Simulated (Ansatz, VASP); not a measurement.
Two plane-wave programs on Ge

```xyz
2
Lattice="0.0000 2.8288 2.8288 2.8288 0.0000 2.8288 2.8288 2.8288 0.0000" Properties=species:S:1:pos:R:3 pbc="T T T"
Ge    2.8288    2.8288    2.8288
Ge    4.2432    4.2432    4.2432
```

Alike in both runs: task single point; functional r2SCAN; k mesh 12 × 12 × 12; occupations gaussian, width 0.05 eV; no spin polarisation.

```csv
,VASP,Ansatz
version,VASP 6.6.1,Ansatz 0.2.0
potentials or method,"VASP PAW PBE potentials, release 64 (Ge_d), cutoff 520 eV","scalar-relativistic, plane waves, PAW"
valence electrons in the cell,28,28
```

VASP gave:

* gap on the k mesh at the Fermi level (eV): 0.40
* least direct gap on the mesh (eV): 0.40
* pressure (GPa): 0.7

**Question.** Estimate Ansatz's values.

**Answer.** gap on the k mesh at the Fermi level (eV): 0.44; least direct gap on the mesh (eV): 0.44; pressure (GPa): 0.7.

VASP's potentials were made for PBE, not for r2SCAN.
